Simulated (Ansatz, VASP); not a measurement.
# TiB2 in VASP and in Ansatz

The input INCAR:

```
SYSTEM = TiB2
  PREC = Accurate
  ENCUT = 520
  EDIFF = 1E-8
  ISMEAR = -1
  SIGMA = 0.03
  LREAL = .FALSE.
  LASPH = .TRUE.
  NELM = 60
  ALGO = Normal
  ISIF = 2
  LWAVE = .FALSE.
  LCHARG = .FALSE.
  GGA = PS
  LEFG = .TRUE.
  NBANDS = 16
```

Contents of KPOINTS:

```
regular mesh
0
G
  14 14 11
  0 0 0
```

Contents of POSCAR:

```
TiB2
1.0
    3.0392620569      0.0000000000      0.0000000000
   -1.5196310285      2.6320781501      0.0000000000
    0.0000000000      0.0000000000      3.2391256602
Ti B
1 2
Direct
    0.0000000000      0.0000000000      0.0000000000
    0.3333333333      0.6666666667      0.5000000000
    0.6666666667      0.3333333333      0.5000000000
```

Input for Ansatz:

```yaml
crystal:
  lattice:
    - [3.0392620569, 0.0, 0.0]
    - [-1.5196310285, 2.6320781501, 0.0]
    - [0.0, 0.0, 3.2391256602]
  atoms:
    - { symbol: Ti, position: [0.0, 0.0, 0.0] }
    - { symbol: B, position: [0.3333333333, 0.6666666667, 0.5] }
    - { symbol: B, position: [0.6666666667, 0.3333333333, 0.5] }
kpoints:
  mp_grid: { grid: [14, 14, 11] }
scf:
  occupations: { method: fermi_dirac, width: 0.03 }
hamiltonian:
  xc: pbesol
  pseudopotentials: { kind: all_electron, datasets: crystal }
output:
  forces: true
  stress: true
  eigenvalues: true
  efg: { contact_densities: true }
```

Change from the starting cell: volume scaled by 1.01, crystal datasets.

Alike in both runs: task electric field gradients; functional PBEsol; k mesh 14 × 14 × 11; occupations fermi-dirac, width 0.03 eV; no spin polarisation.

|  | VASP | Ansatz |
| --- | --- | --- |
| version | VASP 6.6.1 | Ansatz 0.2.0 |
| potentials or method | VASP PAW PBE potentials, release 64 (Ti_sv, B), cutoff 520 eV | all-electron PAW with datasets made for the crystal, scalar-relativistic |

```csv
,VASP,Ansatz,Ansatz less VASP
pressure (GPa),-7.2,-7.6,-0.37
"traceless stress, the component that is largest in VASP (GPa)",-1.59,-1.48,+0.109
size of Vzz on the site where it differs most (V/Å²),18.5,21.3,+2.85
```

VASP's potentials were made for PBE, not for PBEsol. Ansatz ran all-electron here, and VASP with PAW potentials.
